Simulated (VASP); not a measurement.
Set up this calculation in VASP 6.6.1, as the native input.

- Task: single point
- Functional: r2SCAN
- Potentials or basis: VASP PAW PBE potentials, release 64 (Hf_pv, O)
- Cutoff: 520 eV
- k mesh: 6 × 6 × 8
- Occupations: gaussian, width 0.01 eV
- Spin: non-collinear spin, zero start, spin-orbit coupling
- Starting moments: [[0.0, 0.0, 0.0], [0.0, 0.0, 0.0], [0.0, 0.0, 0.0], [0.0, 0.0, 0.0], [0.0, 0.0, 0.0], [0.0, 0.0, 0.0]] μB
- Dipole correction: no
- Further INCAR settings: ALGO = Normal; EDIFF = 1e-07; NBANDS = 60

HfO2:

```
Hf O
1.0
     4.78990    0.00000    0.00000
     0.00000    4.78990    0.00000
     0.00000    0.00000    3.18781
Hf O
2 4
Direct
  0.00000 0.00000 0.00000
  0.50000 0.50000 0.50000
  0.30449 0.30449 0.00000
  0.19551 0.80449 0.50000
  0.80449 0.19551 0.50000
  0.69551 0.69551 0.00000
```

This cell differs from its parent crystal: strain -1.0%.

The input as run:

POSCAR

```
HfO2
1.0
    4.7898993623      0.0000000000      0.0000000000
    0.0000000000      4.7898993623      0.0000000000
    0.0000000000      0.0000000000      3.1878099097
Hf O
2 4
Direct
    0.0000000000      0.0000000000      0.0000000000
    0.5000000000      0.5000000000      0.5000000000
    0.3044886252      0.3044886252      0.0000000000
    0.1955113748      0.8044886252      0.5000000000
    0.8044886252      0.1955113748      0.5000000000
    0.6955113748      0.6955113748      0.0000000000
```

INCAR.step1

```
ALGO     = Normal         # electronic algorithm
EDIFF    = 1E-4           # SCF threshold, eV
ENCUT    = 520            # plane-wave cutoff, eV
GGA      = PE             # functional
GGA_COMPAT= F            
ISMEAR   = 0              # smearing method
KPAR     = 4            
LASPH    = T              # aspherical terms in the spheres
LCHARG   = F              # write CHGCAR
LMAXMIX  = 4              # l up to which the mixer works
LREAL    = F              # projectors in reciprocal space
LSORBIT  = T              # spin-orbit coupling
LWAVE    = T              # write WAVECAR
MAGMOM   = 0 0 0 0 0 0 0 0 0 0 0 0 0 0 0 0 0 0 # initial moments
NBANDS   = 60             # bands
NELM     = 150            # most SCF steps
PREC     = Accurate       # precision mode
SIGMA    = 0.01           # smearing width, eV
```

INCAR.step2

```
ALGO     = Normal         # electronic algorithm
EDIFF    = 1E-7           # SCF threshold, eV
ENCUT    = 520            # plane-wave cutoff, eV
GGA_COMPAT= F            
ISIF     = 2              # what is computed and relaxed
ISMEAR   = 0              # smearing method
ISTART   = 1            
KPAR     = 4            
LASPH    = T              # aspherical terms in the spheres
LCHARG   = F              # write CHGCAR
LMAXMIX  = 4              # l up to which the mixer works
LMIXTAU  = T            
LORBIT   = 11             # projections on sites
LORBMOM  = T            
LREAL    = F              # projectors in reciprocal space
LSORBIT  = T              # spin-orbit coupling
LWAVE    = F              # write WAVECAR
MAGMOM   = 0 0 0 0 0 0 0 0 0 0 0 0 0 0 0 0 0 0 # initial moments
METAGGA  = R2SCAN         # meta-GGA
NBANDS   = 60             # bands
NELM     = 150            # most SCF steps
PREC     = Accurate       # precision mode
SIGMA    = 0.01           # smearing width, eV
```

KPOINTS

```
k-points
0
Gamma
  6 6 8
```

Potentials or basis: VASP PAW PBE potentials, release 64 (Hf_pv, O).

Run with:

```console
$ cat potpaw_PBE.64/Hf_pv/POTCAR potpaw_PBE.64/O/POTCAR > POTCAR
$ cp INCAR.step1 INCAR
$ mpirun -np 4 vasp_ncl > vasp.out
$ cp INCAR.step2 INCAR
$ mpirun -np 4 vasp_ncl > vasp.out
```

Results of the run:

```
Pressure                                              : 4.3 GPa
Largest force                                         : 0.051 eV/Å
Net moment                                            : 0.00 μB per cell
Valence electrons inside the program's atomic spheres : Hf 8.56; O 5.15
```

Caveat: the cell differs from its parent crystal (strain -1.0%); the cell stands under pressure; the structure was generated, so it needn't be the stable form of HfO2; the PAW data sets were made with another functional, which shifts forces and pressure a little.

Wall time 13 min on 4 MPI ranks on Oxide Virtual Turin-like Processor (shared host), peak memory 0.56 GiB a rank.
